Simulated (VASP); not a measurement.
# KBr (Immm) in VASP: further runs

KBr is run at these levels: PBE; tasks: single point.

Everything below comes from runs of VASP 6.6.1. Logs are shortened: lines on timing, memory, paths and dates and some standing lists are left out, and cuts for length are marked.

**1. The cell of the first run**

The structure is orthorhombic, space group Immm (No. 71). Conventional cell: a = 4.702 Å, b = 4.880 Å, c = 6.650 Å, α = 90.00°, β = 90.00°, γ = 90.00°. K (site symmetry mmm) has 6 Br at 3.32 to 3.39 Å within 4.4 Å. Br (site symmetry mmm) has 6 K at 3.32 to 3.39 Å within 4.4 Å.

**2. Single point, PBE (uniaxial strain along a: +3.0 %)**

INCAR

```
ALGO = Normal
EDIFF = 1E-6
ENCUT = 520
GGA = PE
ISIF = 2
ISMEAR = 0
LASPH = T
LCHARG = F
LREAL = F
LWAVE = F
NBANDS = 24
NELM = 60
PREC = Accurate
SIGMA = 0.02
```

KPOINTS

```
k-points
0
Gamma
  6 6 4
```

POSCAR

```
KBr
1.0
    3.4504662622      3.4504662622      0.0000000000
   -3.3248424905      3.3248424905      0.0000000000
    0.0000000000      0.0000000000      6.6496849811
K Br
2 2
Direct
    0.0000000000      0.0000000000      0.0000000000
    0.5000000000      0.5000000000      0.5000000000
    0.5000000000      0.5000000000      0.0000000000
    0.0000000000      0.0000000000      0.5000000000
```

Potentials or basis: VASP PAW PBE potentials, release 64 (K_sv, Br).

Command:

```
$ cat potpaw_PBE.64/K_sv/POTCAR potpaw_PBE.64/Br/POTCAR > POTCAR
$ mpirun -np 1 vasp_std > vasp.out
```

OUTCAR:

```text
EDIFF = 1E-6
   ENCUT = 520
   GGA = PE
   ISIF = 2
   ISMEAR = 0
   LASPH = T
   LREAL = F
   NELM = 60
   PREC = Accurate

 ion  position               nearest neighbor table
   1  0.000  0.000  0.000-
   2  0.500  0.500  0.500-
   3  0.500  0.500  0.000-
   4  0.000  0.000  0.500-

  LATTYP: Found a simple orthorhombic cell.
 ALAT       =     4.7020373428
 B/A-ratio  =     1.0377833753
 C/A-ratio  =     1.4142135624

  Lattice vectors:

 A1 = (   3.3248424905,  -3.3248424905,   0.0000000000)
 A2 = (   3.4504662622,   3.4504662622,   0.0000000000)
 A3 = (   0.0000000000,   0.0000000000,   6.6496849811)

Analysis of symmetry for initial positions (statically):
=====================================================================
 Subroutine PRICEL returns following result:

  LATTYP: Found a body centered orthorhombic cell.
 ALAT       =     4.7020373428
 B/A-ratio  =     1.0377833753
 C/A-ratio  =     1.4142135624

  Lattice vectors:

 A1 = (   3.3876543763,   0.0628118858,  -3.3248424905)
 A2 = (  -3.3876543763,  -0.0628118858,  -3.3248424906)
 A3 = (   0.0628118858,   3.3876543763,   3.3248424906)

   2 primitive cells build up your supercell.

 Routine SETGRP: Setting up the symmetry group for a
 simple orthorhombic supercell.

 Subroutine GETGRP returns: Found  8 space group operations
 (whereof  8 operations were pure point group operations)
 out of a pool of  8 trial point group operations.

The static configuration has the point symmetry D_2h.

Analysis of symmetry for dynamics (positions and initial velocities):
=====================================================================
 Subroutine PRICEL returns following result:

  LATTYP: Found a body centered orthorhombic cell.
 ALAT       =     4.7020373428
 B/A-ratio  =     1.0377833753
 C/A-ratio  =     1.4142135624

  Lattice vectors:

 A1 = (   3.3876543763,   0.0628118858,  -3.3248424905)
 A2 = (  -3.3876543763,  -0.0628118858,  -3.3248424906)
 A3 = (   0.0628118858,   3.3876543763,   3.3248424906)

   2 primitive cells build up your supercell.

 Routine SETGRP: Setting up the symmetry group for a
 simple orthorhombic supercell.

 Subroutine GETGRP returns: Found  8 space group operations
 (whereof  8 operations were pure point group operations)
 out of a pool of  8 trial point group operations.

The dynamic configuration has the point symmetry D_2h.

 Subroutine INISYM returns: Found  8 space group operations
 (whereof  8 operations are pure point group operations),
 and found     2 'primitive' translations

----------------------------------------------------------------------------------------

                                     Primitive cell

  volume of cell :      76.2869

  direct lattice vectors                    reciprocal lattice vectors
     3.387654376  0.062811886 -3.324842491     0.144907952  0.144907952 -0.150383064
    -3.387654376 -0.062811886 -3.324842491    -0.150383064  0.150383064 -0.150383064
     0.062811886  3.387654376  3.324842491    -0.005475112  0.295291016  0.000000000

  length of vectors
     4.747075425  4.747075425  4.747075425     0.254188306  0.260471107  0.295341770

  position of ions in fractional coordinates (direct lattice)
     0.000000000  0.000000000  0.000000000
     0.500000000  0.500000000  0.000000000

  ion indices of the primitive-cell ions
   primitive index   ion index
                 1           1
                 2           4

----------------------------------------------------------------------------------------

 KPOINTS: k-points

Automatic generation of k-mesh.
 Grid dimensions read from file:
 generate k-points for:    6    6    4

 Generating k-lattice:

  Cartesian coordinates                     Fractional coordinates (reciprocal lattice)
     0.024151325  0.024151325  0.000000000     0.166666667  0.000000000  0.000000000
    -0.025063844  0.025063844  0.000000000     0.000000000  0.166666667  0.000000000
     0.000000000  0.000000000  0.037595766     0.000000000  0.000000000  0.250000000

  Length of vectors
     0.034155132  0.035445628  0.037595766

  Shift w.r.t. Gamma in fractional coordinates (k-lattice)
     0.000000000  0.000000000  0.000000000

 Subroutine IBZKPT returns following result:
 ===========================================

 Found     48 irreducible k-points:

 Following reciprocal coordinates:
            Coordinates               Weight
  0.000000  0.000000  0.000000      1.000000
  0.166667  0.000000  0.000000      2.000000
  0.333333  0.000000  0.000000      2.000000
  0.500000  0.000000  0.000000      1.000000
  0.000000  0.166667  0.000000      2.000000
  0.166667  0.166667  0.000000      4.000000
[... 16 lines left out ...]
  0.333333  0.166667  0.250000      8.000000
  0.500000  0.166667  0.250000      4.000000
 [... further k-points ...]
   k-points           NKPTS =     48   k-points in BZ     NKDIM =     48   number of bands    NBANDS=     24
   number of dos      NEDOS =    301   number of ions     NIONS =      4
   total plane-waves  NPLWV =  64800
   dimension x,y,z NGX =    36 NGY =   36 NGZ =   50
   dimension x,y,z NGXF=    72 NGYF=   72 NGZF=  100
   ions per type =               2   2
   NGX,Y,Z   is equivalent  to a cutoff of  12.26, 12.73, 12.50 a.u.
   NGXF,Y,Z  is equivalent  to a cutoff of  24.53, 25.46, 25.00 a.u.
 SYSTEM =  unknown system
   PREC   = accura    normal or accurate (medium, high low for compatibility)
   ISTART =      0    job   : 0-new  1-cont  2-samecut
   ICHARG =      2    charge: 1-file 2-atom 10-const
   ISPIN  =      1    spin polarized calculation?
   LNONCOLLINEAR =      F non collinear calculations
   LSORBIT =      F    spin-orbit coupling
   LASPH  =      T    aspherical Exc in radial PAW
   ENCUT  =  520.0 eV  38.22 Ry    6.18 a.u.   9.07  8.74 12.36*2*pi/ulx,y,z
   NELM   =     60;   NELMIN=  2; NELMDL= -5     # of ELM steps
   EDIFF  = 0.1E-05   stopping-criterion for ELM
   LREAL  =      F    real-space projection
[... 7 lines left out ...]
   TEBEG  =    0.0;   TEEND  =   0.0 temperature during run
   PSTRESS=    0.0 pullay stress
   NELECT =      32.0000    total number of electrons
   NUPDOWN=      -1.0000    fix difference up-down
   EMIN   =  10.00;   EMAX   =-10.00  energy-range for DOS
   EFERMI =   0.00;   METHOD = LEGACY
   ISMEAR =     0;   SIGMA  =   0.02  broadening in eV -4-tet -1-fermi 0-gaus
   EFERMI_NEDOS =   21; number of points for ismear=-14 and -15
   IALGO  =     38    algorithm
   IMIX   =      4    mixing-type and parameters
     AMIX     =   0.40;   BMIX     =  1.00
     AMIX_MAG =   1.60;   BMIX_MAG =  1.00
  volume/ion in A,a.u.               =      38.14       257.40
  Fermi-wavevector in a.u.,A,eV,Ry     =   0.972668  1.838077 12.872254  0.946084
  Thomas-Fermi vector in A             =   2.102986
   LORBIT       =      0    0 simple, 1 ext, 2 COOP (PROOUT), +10 PAW based schemes
   GGA     = PE    functional components
   LHFCALC =     F    Hartree Fock is set to
   AEXX    =    0.0000 exact exchange contribution
   IVDW    =     0    specifies the selected vdW correction
   LEPSILON=     F    determine dielectric tensor
   LRPA    =     F    only Hartree local field effects (RPA)
 non-spin polarized calculation
 Gauss-broadening in eV      SIGMA  =   0.02
  energy-cutoff  :      520.00
  volume of cell :      152.57
 maximum number of plane-waves:      4136
   NGX = 19   NGY = 17   NGZ = 25

 number of electron      31.9999999 magnetization

 Free energy of the ion-electron system (eV)
  ---------------------------------------------------
  ext. energy  EPLUGINS =         0.00000000
  ---------------------------------------------------
  free energy    TOTEN  =       -12.44077150 eV

  energy without entropy =      -12.44077150  energy(sigma->0) =      -12.44077150

 E-fermi :  -1.8279     XC(G=0):  -7.1355

 val. band max:       -1.9266109312   @ k =   0.0000   0.0000   0.0000
 cond. band min:       2.3107453093   @ k =   0.0000   0.0000   0.0000
 fundamental gap:      4.2373562406
 Fermi energy:        -1.8279345150

 k-point     1 :       0.0000    0.0000    0.0000
  band No.  band energies     occupation
      1     -29.8813      2.00000
      2     -29.8759      2.00000
      3     -14.1884      2.00000
      4     -14.1034      2.00000
      5     -13.4237      2.00000
      6     -13.3853      2.00000
[... 16 lines left out ...]
     23       6.3729      0.00000
     24       6.4492      0.00000

 k-point     2 :       0.1667    0.0000    0.0000
  band No.  band energies     occupation
      1     -29.8807      2.00000
      2     -29.8760      2.00000
      3     -14.2196      2.00000
      4     -14.1509      2.00000
      5     -13.4183      2.00000
      6     -13.3816      2.00000
[... 16 lines left out ...]
     23       6.5854      0.00000
     24       6.6479      0.00000

 k-point     3 :       0.3333    0.0000    0.0000
  band No.  band energies     occupation
      1     -29.8792      2.00000
      2     -29.8765      2.00000
      3     -14.2713      2.00000
      4     -14.2354      2.00000
      5     -13.4038      2.00000
      6     -13.3729      2.00000
[... 16 lines left out ...]
     23       6.6893      0.00000
     24       6.8392      0.00000

 k-point     4 :       0.5000    0.0000    0.0000
  band No.  band energies     occupation
      1     -29.8776      2.00000
      2     -29.8776      2.00000
      3     -14.2836      2.00000
      4     -14.2836      2.00000
      5     -13.3853      2.00000
      6     -13.3853      2.00000
[... 16 lines left out ...]
     23       6.9162      0.00000
     24       6.9162      0.00000

 k-point     5 :       0.0000    0.1667    0.0000
  band No.  band energies     occupation
      1     -29.8805      2.00000
      2     -29.8758      2.00000
      3     -14.2155      2.00000
      4     -14.1459      2.00000
      5     -13.4180      2.00000
      6     -13.3785      2.00000
[... 16 lines left out ...]
     23       6.6087      0.00000
     24       6.7023      0.00000

 k-point     6 :       0.1667    0.1667    0.0000
  band No.  band energies     occupation
      1     -29.8800      2.00000
      2     -29.8759      2.00000
      3     -14.2274      2.00000
      4     -14.1676      2.00000
      5     -13.4131      2.00000
      6     -13.3944      2.00000
[... 16 lines left out ...]
     23       6.3077      0.00000
     24       6.6127      0.00000
[... 379 lines left out ...]
 k-point    21 :       0.0000    0.1667    0.2500
  band No.  band energies     occupation
      1     -29.8798      2.00000
      2     -29.8765      2.00000
      3     -14.2536      2.00000
      4     -14.2103      2.00000
      5     -13.3860      2.00000
      6     -13.3744      2.00000
[... 16 lines left out ...]
     23       6.7452      0.00000
     24       6.9501      0.00000

 k-point    22 :       0.1667    0.1667    0.2500
  band No.  band energies     occupation
      1     -29.8794      2.00000
      2     -29.8765      2.00000
      3     -14.2654      2.00000
      4     -14.2279      2.00000
      5     -13.3897      2.00000
      6     -13.3782      2.00000
[... 16 lines left out ...]
     23       6.5554      0.00000
     24       6.8753      0.00000

 k-point    23 :       0.3333    0.1667    0.2500
  band No.  band energies     occupation
      1     -29.8783      2.00000
      2     -29.8766      2.00000
      3     -14.2861      2.00000
      4     -14.2646      2.00000
      5     -13.3893      2.00000
      6     -13.3721      2.00000
[... 16 lines left out ...]
     23       7.0094      0.00000
     24       7.0696      0.00000

 k-point    24 :       0.5000    0.1667    0.2500
  band No.  band energies     occupation
      1     -29.8772      2.00000
      2     -29.8772      2.00000
      3     -14.2894      2.00000
      4     -14.2894      2.00000
      5     -13.3778      2.00000
      6     -13.3778      2.00000
[... 16 lines left out ...]
     23       7.2950      0.00000
     24       7.2950      0.00000

 [... further k-points ...]
[... 5 lines left out ...]
  --------------------------------------------------------------------------------------
  -------------------------------------------------------------------------------------
  Total       -0.2613045     -0.2613045      0.1731500     -0.1825789      0.0000000      0.0000000
  in kB       -2.7439580     -2.7439580      1.8182482     -1.9172609      0.0000000      0.0000000
  external PRESSURE =      -1.2232226 kB  Pullay stress =       0.0000000 kB

 VOLUME and BASIS-vectors are now :
 -----------------------------------------------------------------------------
  energy-cutoff  :      520.00
  volume of cell :      152.57
      direct lattice vectors                 reciprocal lattice vectors
     3.450466262  3.450466262  0.000000000     0.144907952  0.144907952  0.000000000
    -3.324842491  3.324842491  0.000000000    -0.150383064  0.150383064  0.000000000
     0.000000000  0.000000000  6.649684981     0.000000000  0.000000000  0.150383064

 POSITION                                       TOTAL-FORCE (eV/Angst)
 -----------------------------------------------------------------------------------
      0.00000      0.00000      0.00000        -0.000000      0.000000      0.000000
      0.06281      3.38765      3.32484        -0.000000      0.000000     -0.000000
      0.06281      3.38765      0.00000         0.000000     -0.000000      0.000000
      0.00000      0.00000      3.32484        -0.000000      0.000000      0.000000
 -----------------------------------------------------------------------------------
    total drift:                               -0.000000      0.000000      0.000000

  FREE ENERGIE OF THE ION-ELECTRON SYSTEM (eV)
  ---------------------------------------------------
  free  energy   TOTEN  =       -12.4407715001 eV

  energy  without entropy=      -12.4407715001  energy(sigma->0) =      -12.44077150
```

It took 1.8 min on 1 thread of Intel Xeon Platinum 8259CL at 2.50GHz (Skylake/Cascade Lake), shared host; peak memory 0.32 GiB.

Results:

| Item | Value |
| --- | --- |
| Free energy | -12.4408 eV |
| Pressure | -0.1 GPa |
| Band gap on the k mesh | 4.24 eV |

Stress tensor (GPa, compression positive):
```
-0.27 -0.19  0.00
-0.19 -0.27  0.00
 0.00  0.00  0.18
```

Caveat: the cell differs from its parent crystal (uniaxial strain along a: +3.0 %). A k mesh can miss the band edges.

**3. Single point, PBE (uniaxial strain along a: -1.5 %, then relaxed in part)**

INCAR

```
SYSTEM = KBr
ALGO = Normal
EDIFF = 1E-7
ENCUT = 520
GGA = PE
ISIF = 2
ISMEAR = 0
LASPH = .TRUE.
LCHARG = .FALSE.
LREAL = .FALSE.
LWAVE = .FALSE.
NBANDS = 24
NELM = 80
PREC = Accurate
SIGMA = 0.02
```

KPOINTS

```
k-points
0
G
  6 6 4
  0 0 0
```

POSCAR

```
KBr
1.0
    3.2997177362      3.2997177362      0.0000000000
   -3.3810063894      3.3810063894      0.0000000000
    0.0000000000      0.0000000000      6.7142164503
K Br
2 2
Direct
    0.0000000000      0.0000000000      0.0000000000
    0.5000000000      0.5000000000      0.5000000000
    0.5000000000      0.5000000000      0.0000000000
    0.0000000000      0.0000000000      0.5000000000
```

Potentials or basis: VASP PAW PBE potentials, release 64 (K_sv, Br).

Command:

```
$ cat potpaw_PBE.64/K_sv/POTCAR potpaw_PBE.64/Br/POTCAR > POTCAR
$ mpirun -np 1 vasp_std > vasp.out
```

Run time: 4 min. Hardware: 1 thread of AMD EPYC 9755, shared host; peak memory 0.28 GiB.

Results (log left out):

* Free energy: -12.4451 eV
* Pressure: 0.1 GPa
* Band gap on the k mesh: 4.30 eV

Stress tensor (GPa, compression positive):
```
0.16 0.13 0.00
0.13 0.16 0.00
0.00 0.00 0.02
```

Levels at points of the mesh, in eV from the valence-band top:
```csv
k point,band 13,band 14,band 15,band 16,band 17,band 18,band 19,band 20
"(0.00, 0.00, 0.00)",-0.26,-0.05,-0.03,0.00,4.30,5.88,7.02,7.48
"(0.50, 0.00, 0.00)",-0.40,-0.40,-0.35,-0.35,6.74,6.74,7.36,7.36
"(0.00, 0.50, 0.00)",-0.42,-0.42,-0.28,-0.28,6.68,6.68,7.41,7.41
"(0.50, 0.50, 0.00)",-0.30,-0.30,-0.30,-0.30,5.88,5.88,7.02,7.02
"(0.00, 0.00, 0.50)",-0.21,-0.21,-0.14,-0.14,5.72,5.72,6.53,6.53
"(0.50, 0.00, 0.50)",-0.36,-0.36,-0.33,-0.33,6.47,6.47,8.08,8.08
"(0.00, 0.50, 0.50)",-0.33,-0.33,-0.29,-0.29,6.48,6.48,8.01,8.01
"(0.50, 0.50, 0.50)",-0.57,-0.57,-0.52,-0.52,7.29,7.29,7.31,7.31
```

Caveat: the cell differs from its parent crystal (uniaxial strain along a: -1.5 %, then relaxed in part).

**4. Single point, PBE**

This run uses another cell than the first one, of 37.45 Å³/atom.

INCAR

```
  PREC = Accurate
  ENCUT = 520
  EDIFF = 1E-6
  ISMEAR = 0
  SIGMA = 0.02
  LREAL = F
  LASPH = T
  NELM = 80
  ALGO = Normal
  ISIF = 2
  LWAVE = F
  LCHARG = F
  GGA = PE
  NBANDS = 24
```

KPOINTS

```
Automatic mesh
0
Gamma
  6 6 4
```

POSCAR is that of step 3.

Command:

```
$ cat potpaw_PBE.64/K_sv/POTCAR potpaw_PBE.64/Br/POTCAR > POTCAR
$ mpirun -np 1 vasp_std > vasp.out
```

Wall time 3.3 min (1 thread of AMD EPYC 9755, shared host); peak memory 0.28 GiB.

It converged, with:

| Item | Value |
| --- | --- |
| Free energy | -12.4451 eV |
| Pressure | 0.1 GPa |
| Band gap on the k mesh | 4.30 eV |

Stress tensor (GPa, compression positive):
```
0.16 0.13 0.00
0.13 0.16 0.00
0.00 0.00 0.02
```

Levels at points of the mesh, in eV from the valence-band top:
```
           k point  band 13  band 14  band 15  band 16  band 17  band 18  band 19  band 20
(0.00, 0.00, 0.00)    -0.26    -0.05    -0.03     0.00     4.30     5.88     7.02     7.48
(0.50, 0.00, 0.00)    -0.40    -0.40    -0.35    -0.35     6.74     6.74     7.36     7.36
(0.00, 0.50, 0.00)    -0.42    -0.42    -0.28    -0.28     6.68     6.68     7.41     7.41
(0.50, 0.50, 0.00)    -0.30    -0.30    -0.30    -0.30     5.88     5.88     7.02     7.02
(0.00, 0.00, 0.50)    -0.21    -0.21    -0.14    -0.14     5.72     5.72     6.53     6.53
(0.50, 0.00, 0.50)    -0.36    -0.36    -0.33    -0.33     6.47     6.47     8.08     8.08
(0.00, 0.50, 0.50)    -0.33    -0.33    -0.29    -0.29     6.48     6.48     8.01     8.01
(0.50, 0.50, 0.50)    -0.57    -0.57    -0.52    -0.52     7.29     7.29     7.31     7.31
```

A k mesh can miss the band edges.

(Continued in part 2 of 2.)
